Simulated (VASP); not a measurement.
# Al7Ru8 (a cell with a defect) in VASP: single point with PBE

Aim: the single point of Al7Ru8 (a cell with a defect) with PBE.

All numbers are computed with VASP 6.6.1; they aren't measurements. Logs are shortened: lines on timing, memory, paths and dates and some standing lists are left out, and cuts for length are marked.

### Step 1. The cell of the first run

The cell holds a defect, 15 atoms: a = 6.017 Å, b = 6.017 Å, c = 6.017 Å, α = 90.00°, β = 90.00°, γ = 90.00°.

### Step 2. Single point, PBE

File INCAR:

```
ALGO = Normal ; EDIFF = 1E-6
ENCUT = 520 ; GGA = PE
ISIF = 2 ; ISMEAR = -1
LASPH = True ; LCHARG = True
LELF = True ; LREAL = Auto
LVHAR = True ; LWAVE = False
NBANDS = 80 ; NELM = 60
PREC = Accurate ; SIGMA = 0.1
```

File KPOINTS:

```
k-points
0
Gamma
  2 2 2
```

File POSCAR:

```
Al7Ru8
1.0
    6.0171100000      0.0000000000      0.0000000000
    0.0000000000      6.0171100000      0.0000000000
    0.0000000000      0.0000000000      6.0171100000
Ru Al
8 7
Direct
    0.2708305150      0.2720247760      0.2497931731
    0.2360231074      0.2372112193      0.7497837001
    0.2708253630      0.7304887230      0.2497790468
    0.2360206145      0.7652997868      0.7497940041
    0.7293060955      0.2720114806      0.2497964970
    0.7641135030      0.2372009154      0.7497815396
    0.7293075912      0.7304986946      0.2497813735
    0.7641149987      0.7653092598      0.7497918436
    0.0000749529      0.0012584114      0.2497855283
    0.0000553422      0.5012361416     -0.0006739116
    0.0000618237      0.5012700449      0.5002467962
    0.5000580013      0.0012650591     -0.0006654357
    0.5000510212      0.0012416260      0.5002378218
    0.5000742882      0.5012502680     -0.0337063806
    0.5000741220      0.5012648929      0.5332815920
```

Potentials or basis: VASP PAW PBE potentials, release 64 (Ru_pv, Al).

Started as:

```
$ cat potpaw_PBE.64/Ru_pv/POTCAR potpaw_PBE.64/Al/POTCAR > POTCAR
$ mpirun -np 1 vasp_std > vasp.out
```

OUTCAR:

```text
EDIFF = 1E-6
   ENCUT = 520
   GGA = PE
   ISIF = 2
   ISMEAR = -1
   LASPH = True
   LREAL = Auto
   NELM = 60
   PREC = Accurate

 ion  position               nearest neighbor table
   1  0.271  0.272  0.250-   9 2.30  14 2.59  15 2.59  12 2.61  13 2.61  10 2.61  11 2.61   3 2.76
                             5 2.76   2 3.02   2 3.02   5 3.26   3 3.26
   2  0.236  0.237  0.750-  14 2.60  15 2.60  12 2.61  10 2.61  13 2.61  11 2.61   6 2.84   4 2.84
                             1 3.02   1 3.02   4 3.18   6 3.18
   3  0.271  0.730  0.250-   9 2.30  14 2.59  15 2.59  13 2.61  11 2.61  12 2.61  10 2.61   1 2.76
                             7 2.76   4 3.02   4 3.02   7 3.26   1 3.26
   4  0.236  0.765  0.750-  15 2.60  14 2.60  13 2.61  11 2.61  12 2.61  10 2.61   8 2.84   2 2.84
                             3 3.02   3 3.02   2 3.18   8 3.18
   5  0.729  0.272  0.250-   9 2.30  15 2.59  14 2.59  10 2.61  12 2.61  11 2.61  13 2.61   1 2.76
                             7 2.76   6 3.02   6 3.02   7 3.26   1 3.26
   6  0.764  0.237  0.750-  14 2.60  15 2.60  10 2.61  12 2.61  11 2.61  13 2.61   8 2.84   2 2.84
                             5 3.02   5 3.02   2 3.18   8 3.18
   7  0.729  0.730  0.250-   9 2.30  14 2.59  15 2.59  11 2.61  13 2.61  12 2.61  10 2.61   3 2.76
                             5 2.76   8 3.02   8 3.02   5 3.26   3 3.26
   8  0.764  0.765  0.750-  15 2.60  14 2.60  11 2.61  10 2.61  13 2.61  12 2.61   6 2.84   4 2.84
                             7 3.02   7 3.02   4 3.18   6 3.18
   9  0.000  0.001  0.250-   3 2.30   1 2.30   5 2.30   7 2.30  13 3.36  10 3.36  12 3.36
  10  0.000  0.501  0.999-   6 2.61   2 2.61   8 2.61   4 2.61   5 2.61   1 2.61   7 2.61   3 2.61
                            11 3.00  11 3.01  14 3.01  14 3.02   9 3.36
  11  0.000  0.501  0.500-   8 2.61   4 2.61   6 2.61   2 2.61   7 2.61   3 2.61   5 2.61   1 2.61
                            10 3.00  10 3.01  15 3.02  15 3.02
  12  0.500  0.001  0.999-   2 2.61   4 2.61   6 2.61   8 2.61   1 2.61   5 2.61   3 2.61   7 2.61
                            13 3.00  13 3.01  14 3.02  14 3.02   9 3.36
  13  0.500  0.001  0.500-   4 2.61   2 2.61   8 2.61   6 2.61   3 2.61   1 2.61   7 2.61   5 2.61
                            12 3.00  12 3.01  15 3.01  15 3.02   9 3.36
  14  0.500  0.501  0.966-   7 2.59   1 2.59   3 2.59   5 2.59   2 2.60   6 2.60   8 2.60   4 2.60
                            15 2.61  10 3.01  12 3.02  12 3.02  10 3.02
  15  0.500  0.501  0.533-   5 2.59   7 2.59   1 2.59   3 2.59   8 2.60   4 2.60   6 2.60   2 2.60
                            14 2.61  13 3.01  11 3.02  11 3.02  13 3.02

  LATTYP: Found a simple cubic cell.
 ALAT       =     6.0171100000

  Lattice vectors:

 A1 = (   6.0171100000,   0.0000000000,   0.0000000000)
 A2 = (   0.0000000000,   6.0171100000,   0.0000000000)
 A3 = (   0.0000000000,   0.0000000000,   6.0171100000)

Analysis of symmetry for initial positions (statically):
=====================================================================
 Subroutine PRICEL returns:
[... 157 lines left out ...]
   GGA     = PE    functional components
   LHFCALC =     F    Hartree Fock is set to
   AEXX    =    0.0000 exact exchange contribution
   IVDW    =     0    specifies the selected vdW correction
   LEPSILON=     F    determine dielectric tensor
   LRPA    =     F    only Hartree local field effects (RPA)
 non-spin polarized calculation
  energy-cutoff  :      520.00
  volume of cell :      217.85
 maximum number of plane-waves:      5904
 NGX is ok and might be reduce to    48
   NGX = 23   NGY = 23   NGZ = 23

 number of electron     132.9999992 magnetization

 Free energy of the ion-electron system (eV)
  ---------------------------------------------------
  ext. energy  EPLUGINS =         0.00000000
  ---------------------------------------------------
  free energy    TOTEN  =      -105.60770278 eV

  energy without entropy =     -105.25103916  energy(sigma->0) =     -105.42937097

 E-fermi :   9.6595     XC(G=0): -12.1849

 val. band max:        9.6435225966   @ k =   0.0000   0.0000   0.0000
 cond. band min:       9.6604753065   @ k =   0.0000   0.0000   0.0000
 fundamental gap:      0.0169527099
 Fermi energy:         9.6595039774

 k-point     1 :       0.0000    0.0000    0.0000
  band No.  band energies     occupation
      1     -32.4596      2.00000
      2     -32.4051      2.00000
      3     -32.4002      2.00000
      4     -32.4001      2.00000
      5     -32.3728      2.00000
      6     -32.3255      2.00000
[... 637 lines left out ...]
     77      14.7683      0.00000
     78      14.7683      0.00000
 [bands above 78 left out]

------------------------ aborting loop because EDIFF is reached ----------------------------------------

  FORCE on cell =-STRESS in cart. coord.  units (eV):
  Direction    XX          YY          ZZ          XY          YZ          ZX
  --------------------------------------------------------------------------------------
  -------------------------------------------------------------------------------------
  Total       -0.2361368     -0.2272176     -6.7478046      0.0009980      0.0022219      0.0001017
  in kB       -1.7366421     -1.6710475    -49.6259948      0.0073400      0.0163406      0.0007479
  external PRESSURE =     -17.6778948 kB  Pullay stress =       0.0000000 kB

 VOLUME and BASIS-vectors are now :
 -----------------------------------------------------------------------------
  energy-cutoff  :      520.00
  volume of cell :      217.85
      direct lattice vectors                 reciprocal lattice vectors
     6.017110000  0.000000000  0.000000000     0.166192740  0.000000000  0.000000000
     0.000000000  6.017110000  0.000000000     0.000000000  0.166192740  0.000000000
     0.000000000  0.000000000  6.017110000     0.000000000  0.000000000  0.166192740

 POSITION                                       TOTAL-FORCE (eV/Angst)
 -----------------------------------------------------------------------------------
      1.62962      1.63680      1.50303        -0.016303     -0.018329      0.000402
      1.42018      1.42733      4.51153        -0.000036     -0.000475     -0.000423
      1.62959      4.39543      1.50295        -0.016065      0.013534      0.000277
      1.42016      4.60489      4.51159        -0.000899     -0.000263     -0.000289
      4.38832      1.63672      1.50305         0.015751     -0.017899      0.000323
      4.59776      1.42726      4.51152        -0.000743     -0.000480     -0.000453
      4.38832      4.39549      1.50296         0.016028      0.013319      0.000349
      4.59776      4.60495      4.51158         0.000505     -0.000651     -0.000204
      0.00045      0.00757      1.50299         0.000009      0.002034     -0.000731
      0.00033      3.01599      6.01305         0.000236      0.002146      0.020709
      0.00037      3.01620      3.01004         0.000154      0.001062     -0.020496
      3.00890      0.00761      6.01311         0.000133      0.001678      0.020655
      3.00886      0.00747      3.00999         0.000682      0.002055     -0.020116
      3.00900      3.01608      5.81430         0.000643      0.001135      0.021050
      3.00900      3.01617      3.20881        -0.000096      0.001134     -0.021052
 -----------------------------------------------------------------------------------
    total drift:                                0.002067      0.007880     -0.003067

  FREE ENERGIE OF THE ION-ELECTRON SYSTEM (eV)
  ---------------------------------------------------
  free  energy   TOTEN  =      -105.6077027785 eV

  energy  without entropy=     -105.2510391569  energy(sigma->0) =     -105.42937097
```

OSZICAR:

```text
N       E                     dE             d eps       ncg     rms          rms(c)
DAV:   1     0.141367875698E+04    0.14137E+04   -0.75154E+04  1392   0.166E+03
DAV:   2    -0.379707505894E+02   -0.14516E+04   -0.14054E+04  1352   0.490E+02
DAV:   3    -0.109124515580E+03   -0.71154E+02   -0.67417E+02  1624   0.966E+01
[... 11 lines left out ...]
DAV:  15    -0.105607727566E+03    0.33924E-04   -0.20606E-04  1488   0.107E-01    0.470E-02
DAV:  16    -0.105607704541E+03    0.23024E-04   -0.75327E-05  1472   0.662E-02    0.103E-02
DAV:  17    -0.105607704491E+03    0.50584E-07   -0.14664E-05  1344   0.245E-02    0.101E-02
DAV:  18    -0.105607703095E+03    0.13961E-05   -0.60207E-06  1032   0.174E-02    0.474E-03
DAV:  19    -0.105607702779E+03    0.31626E-06   -0.11871E-06   664   0.805E-03
   1 F= -.10560770E+03 E0= -.10542937E+03  d E =-.356664E+00
```

Run time: 2.6 min. Hardware: 1 thread of Intel Xeon 6975P-C (Granite Rapids), shared host; peak memory 0.36 GiB.

What came out:

```
Free energy            : -105.6077 eV
Pressure               : -1.8 GPa
Largest force          : 0.025 eV/Å
Band gap on the k mesh : zero (an odd number of electrons rules out a gap without spin polarisation)
```

Forces on the atoms (eV/Å):
```
Ru  -0.016 -0.018  0.000
Ru   0.000  0.000  0.000
Ru  -0.016  0.014  0.000
Ru  -0.001  0.000  0.000
Ru   0.016 -0.018  0.000
Ru  -0.001  0.000  0.000
Ru   0.016  0.013  0.000
Ru   0.001 -0.001  0.000
Al   0.000  0.002 -0.001
Al   0.000  0.002  0.021
Al   0.000  0.001 -0.020
Al   0.000  0.002  0.021
Al   0.001  0.002 -0.020
Al   0.001  0.001  0.021
Al   0.000  0.001 -0.021
```

Stress tensor (GPa, compression positive):
```
-0.17  0.00  0.00
 0.00 -0.17  0.00
 0.00  0.00 -4.96
```

Levels at points of the mesh, in eV from the Fermi level:
```tsv
k point	band 62	band 63	band 64	band 65	band 66	band 67	band 68	band 69	band 70	band 71
(0.00, 0.00, 0.00)	0.00	0.00	0.30	0.36	0.39	0.47	0.72	0.72	1.30	1.30
(0.50, 0.00, 0.00)	-0.37	-0.34	-0.29	-0.25	-0.21	0.23	0.28	1.35	1.42	1.62
(0.00, 0.50, 0.00)	-0.37	-0.34	-0.29	-0.25	-0.21	0.23	0.28	1.35	1.42	1.62
(0.00, 0.00, 0.50)	-0.30	-0.30	-0.19	-0.08	0.03	0.25	0.42	1.48	1.57	1.72
(0.50, 0.50, 0.00)	-0.75	-0.55	-0.53	-0.53	-0.53	-0.52	-0.36	1.39	1.45	1.45
(0.00, 0.50, 0.50)	-0.63	-0.40	-0.40	-0.23	-0.19	-0.12	0.06	0.21	0.89	1.21
(0.50, 0.00, 0.50)	-0.63	-0.40	-0.40	-0.23	-0.19	-0.12	0.06	0.21	0.89	1.21
(0.50, 0.50, 0.50)	-1.17	-0.89	-0.89	-0.79	-0.79	-0.76	-0.52	-0.52	-0.52	-0.36
```

Caveat: the k points lie up to 0.52 Å⁻¹ apart, too coarse for converged energies and pressures of a metal.
